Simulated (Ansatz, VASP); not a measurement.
## Two plane-wave programs on Pd

File POSCAR:

```
Pd
1.0
   -1.5558210181      1.5558210181      1.5558210181
    1.5558210181     -1.5558210181      1.5558210181
    1.5558210181      1.5558210181     -1.5558210181
Pd
1
Direct
    0.0000000000      0.0000000000      0.0000000000
```

File INCAR.step1:

```
SYSTEM = Pd
  PREC = Accurate
  ENCUT = 520
  ISMEAR = -1
  SIGMA = 0.1
  LREAL = .FALSE.
  LASPH = .TRUE.
  NELM = 60
  NBANDS = 11
  GGA = PE
  ALGO = Normal
  EDIFF = 1E-4
  LWAVE = .TRUE.
  LCHARG = .FALSE.
```

INCAR.step2

```
SYSTEM = Pd
  PREC = Accurate
  ENCUT = 520
  EDIFF = 1E-6
  ISMEAR = -1
  SIGMA = 0.1
  LREAL = .FALSE.
  LASPH = .TRUE.
  NELM = 60
  ALGO = Normal
  ISIF = 2
  LWAVE = .FALSE.
  LCHARG = .FALSE.
  METAGGA = R2SCAN
  LMIXTAU = .TRUE.
  NBANDS = 11
  ISTART = 1
```

Contents of KPOINTS:

```
Automatic mesh
0
G
  16 16 16
  0 0 0
```

Input for Ansatz:

```yaml
crystal:
  lattice:
    - [-1.5558210181, 1.5558210181, 1.5558210181]
    - [1.5558210181, -1.5558210181, 1.5558210181]
    - [1.5558210181, 1.5558210181, -1.5558210181]
  atoms:
    - { symbol: Pd, position: [0.0, 0.0, 0.0] }
hamiltonian:
  xc: r2scan
  pseudopotentials:
    kind: paw
    azcp:
      Pd: "pseudopotentials/Pd.paw.azcp"
basis:
  ecutwfc: 500
  fft_grid_basis: typed
kpoints:
  mp_grid: { grid: [16, 16, 16], shift: [0, 0, 0] }
magnetization:
  spin_polarized: false
scf:
  occupations: { method: fermi_dirac, width: 0.1 }
  lower_state_search: "off"
output:
  stress: true
```

Alike in both runs: task single point; functional r2SCAN; k mesh 16 × 16 × 16; occupations fermi-dirac, width 0.1 eV; no spin polarisation.

|  | VASP | Ansatz |
| --- | --- | --- |
| version | VASP 6.6.1 | Ansatz 0.2.0 |
| potentials or method | VASP PAW PBE potentials, release 64 (Pd), cutoff 520 eV | plane waves (500 eV) with PAW, scalar-relativistic |
| valence electrons in the cell | 10 | 18 |

Ansatz gave:

```
pressure (GPa) : 0.0
```

Problem. Which values does VASP return?

Solution. Pressure (GPa): 0.6.

VASP's potentials were made for PBE, not for r2SCAN. VASP's potentials hold 10 valence electrons a cell and Ansatz's 18, so a difference there can come from the potentials and not from the codes.
